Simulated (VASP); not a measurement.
# NaH in VASP: a series of runs

The runs below take NaH through single point, with PBE.

All numbers are computed with VASP 6.6.1; they aren't measurements. Logs are shortened: lines on timing, memory, paths and dates and some standing lists are left out, and cuts for length are marked.

## 1. The cell of the first run

It takes space group Pm-3m (No. 221, cubic). Conventional cell: a = 3.090 Å, b = 3.090 Å, c = 3.090 Å, α = 90.00°, β = 90.00°, γ = 90.00°. Na (site symmetry m-3m) has 8 H at 2.68 Å and 6 Na at 3.09 Å within 3.5 Å. Within 3.5 Å of H (site symmetry m-3m) lie 8 Na at 2.68 Å and 6 H at 3.09 Å.

## 2. Single point, PBE (strained)

INCAR

```
SYSTEM = NaH
ALGO     = Normal         ! electronic algorithm
EDIFF    = 1E-6           ! SCF threshold, eV
ENCUT    = 520            ! plane-wave cutoff, eV
GGA      = PE             ! functional
ISIF     = 2              ! what is computed and relaxed
ISMEAR   = 0              ! smearing method
LASPH    = .True.         ! aspherical terms in the spheres
LCHARG   = .False.        ! write CHGCAR
LREAL    = .False.        ! projectors in reciprocal space
LWAVE    = .False.        ! write WAVECAR
NBANDS   = 11             ! bands
NELM     = 100            ! most SCF steps
PREC     = Accurate       ! precision mode
SIGMA    = 0.02           ! smearing width, eV
```

KPOINTS

```
k-points
0
Gamma
  10 10 10
  0 0 0
```

POSCAR

```
NaH
1.0
    3.0899663081      0.0000000000      0.0000000000
    0.0000000000      3.0899663081      0.0000000000
    0.0000000000      0.0000000000      3.0899663081
Na H
1 1
Direct
    0.0000000000      0.0000000000      0.0000000000
    0.5000000000      0.5000000000      0.5000000000
```

Potentials or basis: VASP PAW PBE potentials, release 64 (Na_pv, H).

Launch:

```
$ cat potpaw_PBE.64/Na_pv/POTCAR potpaw_PBE.64/H/POTCAR > POTCAR
$ mpirun -np 1 vasp_std > vasp.out
```

OUTCAR:

```text
SYSTEM = NaH
   EDIFF = 1E-6
   ENCUT = 520
   GGA = PE
   ISIF = 2
   ISMEAR = 0
   LASPH = .True.
   LREAL = .False.
   NELM = 100
   PREC = Accurate

 ion  position               nearest neighbor table
   1  0.000  0.000  0.000-
   2  0.500  0.500  0.500-

  LATTYP: Found a simple cubic cell.
 ALAT       =     3.0899663081

  Lattice vectors:

 A1 = (   3.0899663081,   0.0000000000,   0.0000000000)
 A2 = (   0.0000000000,   3.0899663081,   0.0000000000)
 A3 = (   0.0000000000,   0.0000000000,   3.0899663081)

Analysis of symmetry for initial positions (statically):
=====================================================================
 Subroutine PRICEL returns:
 Original cell was already a primitive cell.

 Routine SETGRP: Setting up the symmetry group for a
 simple cubic supercell.

 Subroutine GETGRP returns: Found 48 space group operations
 (whereof 48 operations were pure point group operations)
 out of a pool of 48 trial point group operations.

The static configuration has the point symmetry O_h .

Analysis of symmetry for dynamics (positions and initial velocities):
=====================================================================
 Subroutine PRICEL returns:
 Original cell was already a primitive cell.

 Routine SETGRP: Setting up the symmetry group for a
 simple cubic supercell.

 Subroutine GETGRP returns: Found 48 space group operations
 (whereof 48 operations were pure point group operations)
 out of a pool of 48 trial point group operations.

The dynamic configuration has the point symmetry O_h .

 Subroutine INISYM returns: Found 48 space group operations
 (whereof 48 operations are pure point group operations),
 and found     1 'primitive' translations

----------------------------------------------------------------------------------------

                                     Primitive cell

  volume of cell :      29.5027

  direct lattice vectors                    reciprocal lattice vectors
     3.089966308  0.000000000  0.000000000     0.323628124  0.000000000  0.000000000
     0.000000000  3.089966308  0.000000000     0.000000000  0.323628124  0.000000000
     0.000000000  0.000000000  3.089966308     0.000000000  0.000000000  0.323628124

  length of vectors
     3.089966308  3.089966308  3.089966308     0.323628124  0.323628124  0.323628124

  position of ions in fractional coordinates (direct lattice)
     0.000000000  0.000000000  0.000000000
     0.500000000  0.500000000  0.500000000

  ion indices of the primitive-cell ions
   primitive index   ion index
                 1           1
                 2           2

----------------------------------------------------------------------------------------

 KPOINTS: k-points

Automatic generation of k-mesh.
 Grid dimensions read from file:
 generate k-points for:   10   10   10

 Generating k-lattice:

  Cartesian coordinates                     Fractional coordinates (reciprocal lattice)
     0.032362812  0.000000000  0.000000000     0.100000000  0.000000000  0.000000000
     0.000000000  0.032362812  0.000000000     0.000000000  0.100000000  0.000000000
     0.000000000  0.000000000  0.032362812     0.000000000  0.000000000  0.100000000

  Length of vectors
     0.032362812  0.032362812  0.032362812

  Shift w.r.t. Gamma in fractional coordinates (k-lattice)
     0.000000000  0.000000000  0.000000000

 Subroutine IBZKPT returns following result:
 ===========================================

 Found     56 irreducible k-points:

 Following reciprocal coordinates:
            Coordinates               Weight
  0.000000  0.000000  0.000000      1.000000
  0.100000  0.000000  0.000000      6.000000
  0.200000  0.000000  0.000000      6.000000
  0.300000  0.000000  0.000000      6.000000
  0.400000  0.000000  0.000000      6.000000
  0.500000  0.000000  0.000000      3.000000
[... 16 lines left out ...]
  0.200000  0.100000  0.100000     24.000000
  0.300000  0.100000  0.100000     24.000000
 [... further k-points ...]
   k-points           NKPTS =     56   k-points in BZ     NKDIM =     56   number of bands    NBANDS=     11
   number of dos      NEDOS =    301   number of ions     NIONS =      2
   total plane-waves  NPLWV =  13824
   dimension x,y,z NGX =    24 NGY =   24 NGZ =   24
   dimension x,y,z NGXF=    48 NGYF=   48 NGZF=   48
   ions per type =               1   1
   NGX,Y,Z   is equivalent  to a cutoff of  12.91, 12.91, 12.91 a.u.
   NGXF,Y,Z  is equivalent  to a cutoff of  25.82, 25.82, 25.82 a.u.
 SYSTEM =  NaH
   PREC   = accura    normal or accurate (medium, high low for compatibility)
   ISTART =      0    job   : 0-new  1-cont  2-samecut
   ICHARG =      2    charge: 1-file 2-atom 10-const
   ISPIN  =      1    spin polarized calculation?
   LNONCOLLINEAR =      F non collinear calculations
   LSORBIT =      F    spin-orbit coupling
   LASPH  =      T    aspherical Exc in radial PAW
   ENCUT  =  520.0 eV  38.22 Ry    6.18 a.u.   5.75  5.75  5.75*2*pi/ulx,y,z
   NELM   =    100;   NELMIN=  2; NELMDL= -5     # of ELM steps
   EDIFF  = 0.1E-05   stopping-criterion for ELM
   LREAL  =      F    real-space projection
   EDIFFG = 0.1E-04   stopping-criterion for IOM
   NSW    =      0    number of steps for IOM
   IBRION =     -1    ionic relax: 0-MD 1-quasi-New 2-CG
   NFREE  =      0    steps in history (QN), initial steepest desc. (CG)
   ISIF   =      2    stress and relaxation
   ISYM   =      2    0-nonsym 1-usesym 2-fastsym
   POTIM  = 0.5000    time-step for ionic-motion
   TEBEG  =    0.0;   TEEND  =   0.0 temperature during run
   PSTRESS=    0.0 pullay stress
   NELECT =       8.0000    total number of electrons
   NUPDOWN=      -1.0000    fix difference up-down
   EMIN   =  10.00;   EMAX   =-10.00  energy-range for DOS
   EFERMI =   0.00;   METHOD = LEGACY
   ISMEAR =     0;   SIGMA  =   0.02  broadening in eV -4-tet -1-fermi 0-gaus
   EFERMI_NEDOS =   21; number of points for ismear=-14 and -15
   IALGO  =     38    algorithm
   IMIX   =      4    mixing-type and parameters
     AMIX     =   0.40;   BMIX     =  1.00
     AMIX_MAG =   1.60;   BMIX_MAG =  1.00
  volume/ion in A,a.u.               =      14.75        99.55
  Fermi-wavevector in a.u.,A,eV,Ry     =   1.059622  2.002396 15.276613  1.122799
  Thomas-Fermi vector in A             =   2.194974
   LORBIT       =      0    0 simple, 1 ext, 2 COOP (PROOUT), +10 PAW based schemes
   GGA     = PE    functional components
   LHFCALC =     F    Hartree Fock is set to
   AEXX    =    0.0000 exact exchange contribution
   IVDW    =     0    specifies the selected vdW correction
   LEPSILON=     F    determine dielectric tensor
   LRPA    =     F    only Hartree local field effects (RPA)
 non-spin polarized calculation
 Gauss-broadening in eV      SIGMA  =   0.02
  energy-cutoff  :      520.00
  volume of cell :       29.50
 maximum number of plane-waves:       840
 NGX is ok and might be reduce to    24
   NGX = 11   NGY = 11   NGZ = 11

 number of electron       8.0000019 magnetization

 Free energy of the ion-electron system (eV)
  ---------------------------------------------------
  ext. energy  EPLUGINS =         0.00000000
  ---------------------------------------------------
  free energy    TOTEN  =        -4.74515294 eV

  energy without entropy =       -4.74515294  energy(sigma->0) =       -4.74515294

 E-fermi :   0.8135     XC(G=0):  -7.7061

 val. band max:        0.6392097468   @ k =   0.5000   0.5000   0.5000
 cond. band min:       1.6741564993   @ k =   0.5000   0.0000   0.0000
 fundamental gap:      1.0349467526
 Fermi energy:         0.8134730636

 k-point     1 :       0.0000    0.0000    0.0000
  band No.  band energies     occupation
      1     -23.9034      2.00000
      2     -23.9034      2.00000
      3     -23.9034      2.00000
      4      -4.6601      2.00000
      5       8.2576      0.00000
      6      11.0832      0.00000
      7      11.0832      0.00000
      8      12.2453      0.00000
      9      12.2453      0.00000
     10      12.2453      0.00000
     11      24.5346      0.00000

 k-point     2 :       0.1000    0.0000    0.0000
  band No.  band energies     occupation
      1     -23.9147      2.00000
      2     -23.9025      2.00000
      3     -23.9025      2.00000
      4      -4.5188      2.00000
      5       7.5897      0.00000
      6       9.9150      0.00000
      7      11.2344      0.00000
      8      12.3618      0.00000
      9      12.3618      0.00000
     10      14.4231      0.00000
     11      23.0901      0.00000

 k-point     3 :       0.2000    0.0000    0.0000
  band No.  band energies     occupation
      1     -23.9441      2.00000
      2     -23.8999      2.00000
      3     -23.8999      2.00000
      4      -4.1079      2.00000
      5       5.7428      0.00000
      6       9.7585      0.00000
      7      11.6845      0.00000
      8      12.7065      0.00000
      9      12.7065      0.00000
     10      17.4066      0.00000
     11      21.0124      0.00000

 k-point     4 :       0.3000    0.0000    0.0000
  band No.  band energies     occupation
      1     -23.9803      2.00000
      2     -23.8967      2.00000
      3     -23.8967      2.00000
      4      -3.4752      2.00000
      5       3.8320      0.00000
      6      10.0422      0.00000
      7      12.4182      0.00000
      8      13.2576      0.00000
      9      13.2576      0.00000
     10      19.0771      0.00000
     11      19.1480      0.00000
[... 239 lines left out ...]
 k-point    22 :       0.1000    0.1000    0.1000
  band No.  band energies     occupation
      1     -23.9143      2.00000
      2     -23.9118      2.00000
      3     -23.9118      2.00000
      4      -4.2410      2.00000
      5       7.1533      0.00000
      6       9.2162      0.00000
      7       9.2162      0.00000
      8      13.8118      0.00000
      9      14.9360      0.00000
     10      14.9360      0.00000
     11      20.9613      0.00000

 k-point    23 :       0.2000    0.1000    0.1000
  band No.  band energies     occupation
      1     -23.9418      2.00000
      2     -23.9105      2.00000
      3     -23.9091      2.00000
      4      -3.8389      2.00000
      5       5.8956      0.00000
      6       8.5502      0.00000
      7       9.6345      0.00000
      8      14.2624      0.00000
      9      15.1914      0.00000
     10      17.6194      0.00000
     11      18.7714      0.00000

 k-point    24 :       0.3000    0.1000    0.1000
  band No.  band energies     occupation
      1     -23.9774      2.00000
      2     -23.9072      2.00000
      3     -23.9058      2.00000
      4      -3.2219      2.00000
      5       4.0923      0.00000
      6       8.8345      0.00000
      7      10.3285      0.00000
      8      14.6632      0.00000
      9      15.1174      0.00000
     10      17.4302      0.00000
     11      17.8960      0.00000

 [... further k-points ...]
[... 5 lines left out ...]
  --------------------------------------------------------------------------------------
  -------------------------------------------------------------------------------------
  Total       -0.4433923     -0.4433923     -0.4433923      0.0000000      0.0000000     -0.0000000
  in kB      -24.0789477    -24.0789477    -24.0789477      0.0000000      0.0000000     -0.0000000
  external PRESSURE =     -24.0789477 kB  Pullay stress =       0.0000000 kB

 VOLUME and BASIS-vectors are now :
 -----------------------------------------------------------------------------
  energy-cutoff  :      520.00
  volume of cell :       29.50
      direct lattice vectors                 reciprocal lattice vectors
     3.089966308  0.000000000  0.000000000     0.323628124  0.000000000  0.000000000
     0.000000000  3.089966308  0.000000000     0.000000000  0.323628124  0.000000000
     0.000000000  0.000000000  3.089966308     0.000000000  0.000000000  0.323628124

 POSITION                                       TOTAL-FORCE (eV/Angst)
 -----------------------------------------------------------------------------------
      0.00000      0.00000      0.00000         0.000000      0.000000      0.000000
      1.54498      1.54498      1.54498         0.000000      0.000000      0.000000
 -----------------------------------------------------------------------------------
    total drift:                                0.000000      0.000000      0.000000

  FREE ENERGIE OF THE ION-ELECTRON SYSTEM (eV)
  ---------------------------------------------------
  free  energy   TOTEN  =        -4.7451529421 eV

  energy  without entropy=       -4.7451529421  energy(sigma->0) =       -4.74515294
```

Run time: 12 s. Hardware: 1 thread of Intel Xeon Platinum 8175M at 2.50GHz (Skylake/Cascade Lake), shared host; peak memory 0.14 GiB.

What came out:

| Property | Result |
| --- | --- |
| Free energy | -4.7452 eV |
| Pressure | -2.4 GPa |
| Band gap on the k mesh | 1.03 eV, indirect (least direct gap 4.06 eV) |

Caveat: the cell differs from its parent crystal (strained).

## 3. Single point, PBE (strained and its atoms moved)

Edit INCAR of step 2 so:

```diff
@@ -7,6 +7,6 @@
 ISMEAR   = 0              ! smearing method
-LASPH    = .True.         ! aspherical terms in the spheres
-LCHARG   = .False.        ! write CHGCAR
-LREAL    = .False.        ! projectors in reciprocal space
-LWAVE    = .False.        ! write WAVECAR
+LASPH    = .TRUE.         ! aspherical terms in the spheres
+LCHARG   = .FALSE.        ! write CHGCAR
+LREAL    = .FALSE.        ! projectors in reciprocal space
+LWAVE    = .FALSE.        ! write WAVECAR
 NBANDS   = 11             ! bands
```

KPOINTS

```
k-points
0
G
  10 10 10
  0 0 0
```

POSCAR

```
NaH
1.0
    3.0815146535      0.0000000000      0.0000000000
    0.0000000000      3.0815146535      0.0000000000
    0.0000000000      0.0000000000      3.0815146535
Na H
1 1
Direct
    0.0000000000      0.0000000000      0.0000000000
    0.5000000000      0.5000000000      0.5000000000
```

Potentials or basis: VASP PAW PBE potentials, release 64 (Na_pv, H).

Launch:

```
$ cat potpaw_PBE.64/Na_pv/POTCAR potpaw_PBE.64/H/POTCAR > POTCAR
$ mpirun -np 1 vasp_std > vasp.out
```

Wall time 13 s (1 thread of Intel Xeon Platinum 8175M at 2.50GHz (Skylake/Cascade Lake), shared host); peak memory 0.14 GiB.

It converged, with:

```yaml
Free_energy: -4.7486 eV
Pressure: -2.3 GPa
Band_gap_on_the_k_mesh: 1.03 eV, indirect (least direct gap 4.08 eV)
```

Levels at points of the mesh, in eV from the valence-band top:
```tsv
k point	band 2	band 3	band 4	band 5	band 6	band 7
(0.00, 0.00, 0.00)	-24.54	-24.54	-5.34	7.68	10.48	10.48
(0.50, 0.00, 0.00)	-24.53	-24.53	-3.05	1.03	9.91	13.45
(0.50, 0.50, 0.00)	-24.64	-24.52	-1.50	4.09	4.09	6.23
(0.50, 0.50, 0.50)	-24.63	-24.63	0.00	6.73	6.73	6.73
```

Caveat: the cell differs from its parent crystal (strained and its atoms moved). A k mesh can miss the band edges.

## 4. Single point, PBE (one atom moved)

INCAR

```
SYSTEM = NaH
  PREC = Accurate
  ENCUT = 520
  EDIFF = 1E-6
  ISMEAR = 0
  SIGMA = 0.02
  LREAL = .FALSE.
  LASPH = .TRUE.
  NELM = 60
  ALGO = Normal
  ISIF = 2
  LWAVE = .FALSE.
  LCHARG = .TRUE.
  GGA = PE
  LELF = .TRUE.
  LVHAR = .TRUE.
  NBANDS = 11
```

KPOINTS

```
Automatic mesh
0
G
  10 10 10
  0 0 0
```

POSCAR

```
NaH
1.0
    2.9551240000      0.0000000000      0.0000000000
    0.0000000000      2.9551240000      0.0000000000
    0.0000000000      0.0000000000      2.9551240000
Na H
1 1
Direct
    0.0000000000      0.0000000000      0.0000000000
    0.5000000000      0.5000000000      0.5304555748
```

Launch:

```
$ cat potpaw_PBE.64/Na_pv/POTCAR potpaw_PBE.64/H/POTCAR > POTCAR
$ mpirun -np 1 vasp_std > vasp.out
```

It took 24 s on 1 thread of Intel Xeon Platinum 8175M at 2.50GHz (Skylake/Cascade Lake), shared host; peak memory 0.15 GiB.

Results (log left out):

```yaml
Free_energy: -4.7708 eV
Pressure: 0.2 GPa
Largest_force: 0.038 eV/Å
Band_gap_on_the_k_mesh: 1.04 eV, indirect (least direct gap 4.43 eV)
```

Forces in eV/Å, atoms in the order of the input:
```
Na   0.000  0.000  0.038
H    0.000  0.000 -0.038
```

Levels at points of the mesh, in eV from the valence-band top:
| k point | band 1 | band 2 | band 3 | band 4 | band 5 | band 6 | band 7 | band 8 |
| --- | --- | --- | --- | --- | --- | --- | --- | --- |
| (0.00, 0.00, 0.00) | -24.54 | -24.54 | -24.54 | -5.91 | 8.63 | 10.95 | 10.97 | 12.51 |
| (0.50, 0.00, 0.00) | -24.72 | -24.53 | -24.53 | -3.39 | 1.04 | 10.88 | 14.21 | 14.54 |
| (0.00, 0.00, 0.50) | -24.72 | -24.53 | -24.53 | -3.39 | 1.04 | 10.92 | 14.21 | 14.54 |
| (0.50, 0.50, 0.00) | -24.69 | -24.69 | -24.51 | -1.72 | 4.29 | 4.29 | 6.83 | 14.72 |
| (0.00, 0.50, 0.50) | -24.69 | -24.69 | -24.51 | -1.72 | 4.28 | 4.29 | 6.82 | 14.72 |
| (0.50, 0.50, 0.50) | -24.67 | -24.66 | -24.66 | 0.00 | 6.91 | 6.91 | 6.92 | 9.14 |

Caveat: the cell differs from its parent crystal (one atom moved). A k mesh can miss the band edges.

## 5. Summary

```csv
cell,gap on the mesh (eV),pressure (GPa)
"a = 3.090 Å, 2 atoms",1.03,-2.4
"a = 3.082 Å, 2 atoms",1.03,-2.3
"a = 2.955 Å, 2 atoms",1.04,0.2
```

Alike in all rows: task single point; level PBE; potentials or basis VASP PAW PBE potentials, release 64 (Na_pv, H); no spin polarisation; k mesh 10 × 10 × 10; cutoff (eV) 520; smearing gaussian 0.02 eV.

Total energies depend on the potentials used, so only differences within one code and one set of settings carry meaning.
